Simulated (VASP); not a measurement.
The system is Sb.

```
Sb
1.0
    -1.87134    1.87134    1.87134
     1.87134   -1.87134    1.87134
     1.87134    1.87134   -1.87134
Sb
1
Cartesian
  0.0000 0.0000 0.0000
```

- Program: VASP 6.6.1
- Task: relaxation of cell and atoms
- Functional: B3LYP
- Potentials or basis: VASP PAW PBE potentials, release 64 (Sb)
- Cutoff: 600 eV
- k mesh: 5 × 5 × 5
- Occupations: fermi-dirac, width 0.05 eV
- Spin: no spin polarisation

At the start: pressure 4.8 GPa; volume 26.21 Å³/atom.

Task: How do energy, volume and symmetry change on relaxing?

Result: Over 3 steps the energy falls by 25.3 meV/atom and the volume is 28.03 Å³/atom (+7.0 %); space group Im-3m (No. 229, to 0.05 Å).

Step by step:
```
step  energy change (eV)  largest force (eV/Å)  pressure (GPa)  volume (Å³)
   1              0.0000                0.0000            4.76        26.21
   2             -0.0157                0.0000           -2.35        29.28
   3             -0.0253                0.0000           -0.02        28.03
```

Final structure:
```
Sb
1.0
    -1.91373    1.91373    1.91373
     1.91373   -1.91373    1.91373
     1.91373    1.91373   -1.91373
Sb
1
Cartesian
  0.0000 0.0000 0.0000
```

Caveat: the k points lie up to 0.46 Å⁻¹ apart in the final cell; the PAW data sets were made with another functional, which shifts forces and pressure a little.
